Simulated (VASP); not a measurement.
# AlAu2 in VASP: notebook

AlAu2 is run at these levels: PBE; tasks: single point.

Program: VASP 6.6.1. These are calculated values, not measurements. Logs are shortened: lines on timing, memory, paths and dates and some standing lists are left out, and cuts for length are marked.

## (1) The cell of the first run

The cell holds a sheet with vacuum, 3 atoms: a = 3.386 Å, b = 3.386 Å, c = 17.000 Å, α = 90.00°, β = 90.00°, γ = 90.00°.

The cell was built from a structure type or drawn by symmetry, and may not be a known phase.

## (2) Single point, PBE

The input, INCAR:

```
  PREC = Accurate
  ENCUT = 520
  EDIFF = 1E-7
  ISMEAR = 0
  SIGMA = 0.1
  LREAL = F
  LASPH = T
  NELM = 100
  ALGO = Normal
  ISIF = 2
  LWAVE = F
  LCHARG = F
  LDIPOL = T
  IDIPOL = 3
  DIPOL = 0.5 0.5 0.500
  GGA = PE
  NBANDS = 20
```

The input, KPOINTS:

```
Automatic mesh
0
Gamma
  6 6 1
```

The input, POSCAR:

```
AlAu2
1.0
    3.3863260000      0.0000000000      0.0000000000
    0.0000000000      3.3863260000      0.0000000000
    0.0000000000      0.0000000000     17.0000000000
Al Au
1 2
Direct
    0.5000000000      0.5000000000      0.5000000000
    0.0000000000      0.0000000000      0.5799131200
    0.0000000000      0.0000000000      0.4200868800
```

Potentials or basis: VASP PAW PBE potentials, release 64 (Al, Au).

The run is started by

```console
cat potpaw_PBE.64/Al/POTCAR potpaw_PBE.64/Au/POTCAR > POTCAR
mpirun -np 1 vasp_std > vasp.out
```

OUTCAR:

```text
PREC = Accurate
   ENCUT = 520
   EDIFF = 1E-7
   ISMEAR = 0
   LREAL = F
   LASPH = T
   NELM = 100
   ISIF = 2
   GGA = PE

 ion  position               nearest neighbor table
   1  0.500  0.500  0.500-   2 2.75   3 2.75   2 2.75   3 2.75   2 2.75   3 2.75   2 2.75   3 2.75

   2  0.000  0.000  0.580-   3 2.72   1 2.75   1 2.75   1 2.75   1 2.75
   3  0.000  0.000  0.420-   2 2.72   1 2.75   1 2.75   1 2.75   1 2.75

  LATTYP: Found a simple tetragonal cell.
 ALAT       =     3.3863260000
 C/A-ratio  =     5.0201900231

  Lattice vectors:

 A1 = (   3.3863260000,   0.0000000000,   0.0000000000)
 A2 = (   0.0000000000,   3.3863260000,   0.0000000000)
 A3 = (   0.0000000000,   0.0000000000,  17.0000000000)

Analysis of symmetry for initial positions (statically):
=====================================================================
 Subroutine PRICEL returns:
 Original cell was already a primitive cell.

 Routine SETGRP: Setting up the symmetry group for a
 simple tetragonal supercell.

 Subroutine GETGRP returns: Found 16 space group operations
 (whereof 16 operations were pure point group operations)
 out of a pool of 16 trial point group operations.

The static configuration has the point symmetry D_4h.

Analysis of symmetry for dynamics (positions and initial velocities):
=====================================================================
 Subroutine PRICEL returns:
 Original cell was already a primitive cell.

 Routine SETGRP: Setting up the symmetry group for a
 simple tetragonal supercell.

 Subroutine GETGRP returns: Found 16 space group operations
 (whereof 16 operations were pure point group operations)
 out of a pool of 16 trial point group operations.

The dynamic configuration has the point symmetry D_4h.

 Subroutine INISYM returns: Found 16 space group operations
 (whereof 16 operations are pure point group operations),
 and found     1 'primitive' translations

----------------------------------------------------------------------------------------

                                     Primitive cell

  volume of cell :     194.9425

  direct lattice vectors                    reciprocal lattice vectors
     3.386326000  0.000000000  0.000000000     0.295305295  0.000000000  0.000000000
     0.000000000  3.386326000  0.000000000     0.000000000  0.295305295  0.000000000
     0.000000000  0.000000000 17.000000000     0.000000000  0.000000000  0.058823529

  length of vectors
     3.386326000  3.386326000 17.000000000     0.295305295  0.295305295  0.058823529

  position of ions in fractional coordinates (direct lattice)
     0.500000000  0.500000000  0.500000000
     0.000000000  0.000000000  0.579913120
     0.000000000  0.000000000  0.420086880

  ion indices of the primitive-cell ions
   primitive index   ion index
                 1           1
                 2           2
                 3           3

----------------------------------------------------------------------------------------

 KPOINTS: Automatic mesh

Automatic generation of k-mesh.
 Grid dimensions read from file:
 generate k-points for:    6    6    1

 Generating k-lattice:

  Cartesian coordinates                     Fractional coordinates (reciprocal lattice)
     0.049217549  0.000000000  0.000000000     0.166666667  0.000000000  0.000000000
     0.000000000  0.049217549  0.000000000     0.000000000  0.166666667  0.000000000
     0.000000000  0.000000000  0.058823529     0.000000000  0.000000000  1.000000000

  Length of vectors
     0.049217549  0.049217549  0.058823529

  Shift w.r.t. Gamma in fractional coordinates (k-lattice)
     0.000000000  0.000000000  0.000000000

 Subroutine IBZKPT returns following result:
 ===========================================

 Found     10 irreducible k-points:

 Following reciprocal coordinates:
            Coordinates               Weight
  0.000000  0.000000  0.000000      1.000000
  0.166667  0.000000  0.000000      4.000000
  0.333333  0.000000  0.000000      4.000000
  0.500000  0.000000  0.000000      2.000000
  0.166667  0.166667  0.000000      4.000000
  0.333333  0.166667  0.000000      8.000000
  0.500000  0.166667  0.000000      4.000000
  0.333333  0.333333  0.000000      4.000000
  0.500000  0.333333  0.000000      4.000000
  0.500000  0.500000  0.000000      1.000000
   k-points           NKPTS =     10   k-points in BZ     NKDIM =     10   number of bands    NBANDS=     20
   number of dos      NEDOS =    301   number of ions     NIONS =      3
   total plane-waves  NPLWV =  98784
   dimension x,y,z NGX =    28 NGY =   28 NGZ =  126
   dimension x,y,z NGXF=    56 NGYF=   56 NGZF=  252
   ions per type =               1   2
   NGX,Y,Z   is equivalent  to a cutoff of  13.75, 13.75, 12.32 a.u.
   NGXF,Y,Z  is equivalent  to a cutoff of  27.49, 27.49, 24.64 a.u.
 SYSTEM =  unknown system
   PREC   = accura    normal or accurate (medium, high low for compatibility)
   ISTART =      0    job   : 0-new  1-cont  2-samecut
   ICHARG =      2    charge: 1-file 2-atom 10-const
   ISPIN  =      1    spin polarized calculation?
   LNONCOLLINEAR =      F non collinear calculations
   LSORBIT =      F    spin-orbit coupling
   LASPH  =      T    aspherical Exc in radial PAW
   ENCUT  =  520.0 eV  38.22 Ry    6.18 a.u.   6.30  6.30 31.61*2*pi/ulx,y,z
   NELM   =    100;   NELMIN=  2; NELMDL= -5     # of ELM steps
   EDIFF  = 0.1E-06   stopping-criterion for ELM
   LREAL  =      F    real-space projection
   EDIFFG = 0.1E-05   stopping-criterion for IOM
   NSW    =      0    number of steps for IOM
   IBRION =     -1    ionic relax: 0-MD 1-quasi-New 2-CG
   NFREE  =      0    steps in history (QN), initial steepest desc. (CG)
   ISIF   =      2    stress and relaxation
   ISYM   =      2    0-nonsym 1-usesym 2-fastsym
   POTIM  = 0.5000    time-step for ionic-motion
   TEBEG  =    0.0;   TEEND  =   0.0 temperature during run
   PSTRESS=    0.0 pullay stress
   NELECT =      25.0000    total number of electrons
   NUPDOWN=      -1.0000    fix difference up-down
   EMIN   =  10.00;   EMAX   =-10.00  energy-range for DOS
   EFERMI =   0.00;   METHOD = LEGACY
   ISMEAR =     0;   SIGMA  =   0.10  broadening in eV -4-tet -1-fermi 0-gaus
   EFERMI_NEDOS =   21; number of points for ismear=-14 and -15
   IALGO  =     38    algorithm
   IMIX   =      4    mixing-type and parameters
     AMIX     =   0.40;   BMIX     =  1.00
     AMIX_MAG =   1.60;   BMIX_MAG =  1.00
  volume/ion in A,a.u.               =      64.98       438.51
  Fermi-wavevector in a.u.,A,eV,Ry     =   0.825568  1.560097  9.273214  0.681562
  Thomas-Fermi vector in A             =   1.937449
   LORBIT       =      0    0 simple, 1 ext, 2 COOP (PROOUT), +10 PAW based schemes
   GGA     = PE    functional components
   LHFCALC =     F    Hartree Fock is set to
   AEXX    =    0.0000 exact exchange contribution
   IVDW    =     0    specifies the selected vdW correction
   LEPSILON=     F    determine dielectric tensor
   LRPA    =     F    only Hartree local field effects (RPA)
 non-spin polarized calculation
 Gauss-broadening in eV      SIGMA  =   0.10
  energy-cutoff  :      520.00
  volume of cell :      194.94
 maximum number of plane-waves:      5284
 NGX is ok and might be reduce to    28
   NGX = 13   NGY = 13   NGZ = 63

 number of electron      24.9999999 magnetization

 dipolmoment           0.000000      0.000000     -0.000000 electrons x Angstroem

 Free energy of the ion-electron system (eV)
  ---------------------------------------------------
  ext. energy  EPLUGINS =         0.00000000
  ---------------------------------------------------
  free energy    TOTEN  =        -9.62181397 eV

  energy without entropy =       -9.60757966  energy(sigma->0) =       -9.61469682

 E-fermi :  -1.1360     XC(G=0):  -4.1465

 val. band max:       -1.2256485899   @ k =   0.3333   0.1667   0.0000
 cond. band min:      -1.1141831791   @ k =   0.5000   0.1667   0.0000
 fundamental gap:      0.1114654108
 Fermi energy:        -1.1359768990

 k-point     1 :       0.0000    0.0000    0.0000
  band No.  band energies     occupation
      1     -10.1773      2.00000
      2      -6.8968      2.00000
      3      -6.2943      2.00000
      4      -6.1834      2.00000
      5      -5.6990      2.00000
      6      -5.5407      2.00000
[... 12 lines left out ...]
     19       4.9633      0.00000
     20       6.4683      0.00000

 k-point     2 :       0.1667    0.0000    0.0000
  band No.  band energies     occupation
      1      -9.8284      2.00000
      2      -6.5259      2.00000
      3      -6.2739      2.00000
      4      -6.2332      2.00000
      5      -5.5504      2.00000
      6      -5.5183      2.00000
[... 12 lines left out ...]
     19       5.3525      0.00000
     20       5.6099      0.00000

 k-point     3 :       0.3333    0.0000    0.0000
  band No.  band energies     occupation
      1      -8.9089      2.00000
      2      -6.8490      2.00000
      3      -6.1308      2.00000
      4      -5.9515      2.00000
      5      -5.4595      2.00000
      6      -5.2300      2.00000
[... 12 lines left out ...]
     19       6.2304      0.00000
     20       6.4658      0.00000

 k-point     4 :       0.5000    0.0000    0.0000
  band No.  band energies     occupation
      1      -7.9650      2.00000
      2      -7.5827      2.00000
      3      -6.0712      2.00000
      4      -5.7869      2.00000
      5      -5.4349      2.00000
      6      -5.3701      2.00000
[... 107 lines left out ...]
 k-point     9 :       0.5000    0.3333    0.0000
  band No.  band energies     occupation
      1      -7.5320      2.00000
      2      -6.9191      2.00000
      3      -6.4753      2.00000
      4      -6.1783      2.00000
      5      -5.9445      2.00000
      6      -4.6622      2.00000
[... 12 lines left out ...]
     19       5.8899      0.00000
     20       6.2351      0.00000

 k-point    10 :       0.5000    0.5000    0.0000
  band No.  band energies     occupation
      1      -7.2873      2.00000
      2      -6.8030      2.00000
      3      -6.8030      2.00000
      4      -6.2958      2.00000
      5      -6.1545      2.00000
      6      -4.6214      2.00000
[... 12 lines left out ...]
     19       4.7266      0.00000
     20       7.1692      0.00000

------------------------ aborting loop because EDIFF is reached ----------------------------------------

 vacuum level on the upper side and lower side of the slab       (xc-potential included)        -0.156        -0.156

  FORCE on cell =-STRESS in cart. coord.  units (eV):
  Direction    XX          YY          ZZ          XY          YZ          ZX
  --------------------------------------------------------------------------------------
  -------------------------------------------------------------------------------------
  Total       -2.6802296     -2.6802296      0.9947679      0.0000000     -0.0000000      0.0000000
  in kB      -22.0280539    -22.0280539      8.1757176      0.0000000     -0.0000000      0.0000000
  external PRESSURE =     -11.9601301 kB  Pullay stress =       0.0000000 kB

 VOLUME and BASIS-vectors are now :
 -----------------------------------------------------------------------------
  energy-cutoff  :      520.00
  volume of cell :      194.94
      direct lattice vectors                 reciprocal lattice vectors
     3.386326000  0.000000000  0.000000000     0.295305295  0.000000000  0.000000000
     0.000000000  3.386326000  0.000000000     0.000000000  0.295305295  0.000000000
     0.000000000  0.000000000 17.000000000     0.000000000  0.000000000  0.058823529

 POSITION                                       TOTAL-FORCE (eV/Angst)
 -----------------------------------------------------------------------------------
      1.69316      1.69316      8.50000         0.000000      0.000000      0.000000
      0.00000      0.00000      9.85852         0.000000      0.000000      0.376660
      0.00000      0.00000      7.14148        -0.000000     -0.000000     -0.376660
 -----------------------------------------------------------------------------------
    total drift:                               -0.000000     -0.000000      0.000000

  FREE ENERGIE OF THE ION-ELECTRON SYSTEM (eV)
  ---------------------------------------------------
  free  energy   TOTEN  =        -9.6218139741 eV

  energy  without entropy=       -9.6075796589  energy(sigma->0) =       -9.61469682

 vacuum level on the upper side and lower side of the slab         3.485         3.485
```

Run time: 30 s. Hardware: 1 thread of Intel Xeon 6975P-C (Granite Rapids), shared host; peak memory 0.32 GiB.

Results:

```
Free energy            : -9.6218 eV
Largest force          : 0.377 eV/Å
Band gap on the k mesh : zero (an odd number of electrons rules out a gap without spin polarisation)
```

Forces in eV/Å, atoms in the order of the input:
```
Al   0.000  0.000  0.000
Au   0.000  0.000  0.377
Au   0.000  0.000 -0.377
```

Caveat: spin-orbit coupling is left out, which moves the levels of the heavy elements.

## (3) Single point, PBE

The input, INCAR:

```
SYSTEM = AlAu2
  ALGO = Normal
  DIPOL = 0.5 0.5 0.500
  EDIFF = 1E-7
  ENCUT = 520
  GGA = PE
  IDIPOL = 3
  ISIF = 2
  ISMEAR = 0
  LASPH = .True.
  LCHARG = .False.
  LDIPOL = .True.
  LREAL = .False.
  LWAVE = .False.
  NBANDS = 20
  NELM = 80
  PREC = Accurate
  SIGMA = 0.1
```

The input, KPOINTS:

```
k-points
0
Gamma
  6 6 1
  0 0 0
```

POSCAR is that of step 2.

Potentials or basis: VASP PAW PBE potentials, release 64 (Al, Au).

The run is started by

```console
cat potpaw_PBE.64/Al/POTCAR potpaw_PBE.64/Au/POTCAR > POTCAR
mpirun -np 1 vasp_std > vasp.out
```

Wall time 30 s (1 thread of Intel Xeon 6975P-C (Granite Rapids), shared host); peak memory 0.31 GiB.

The run converged. Its results:

```yaml
Free_energy: -9.6218 eV
Largest_force: 0.377 eV/Å
Band_gap_on_the_k_mesh: zero (an odd number of electrons rules out a gap without spin polarisation)
```

Forces in eV/Å, atoms in the order of the input:
```
Al   0.000  0.000  0.000
Au   0.000  0.000  0.377
Au   0.000  0.000 -0.377
```

Levels at points of the mesh, in eV from the Fermi level:
```tsv
k point	band 9	band 10	band 11	band 12	band 13	band 14	band 15	band 16
(0.00, 0.00, 0.00)	-3.38	-3.08	-3.08	-1.98	0.08	3.79	4.53	4.54
(0.50, 0.00, 0.00)	-3.02	-2.76	-2.68	-2.49	-0.61	-0.16	2.82	6.05
(0.50, 0.50, 0.00)	-2.80	-2.54	-0.72	-0.25	-0.25	1.42	2.36	2.96
```

Caveat: spin-orbit coupling is left out, which moves the levels of the heavy elements.
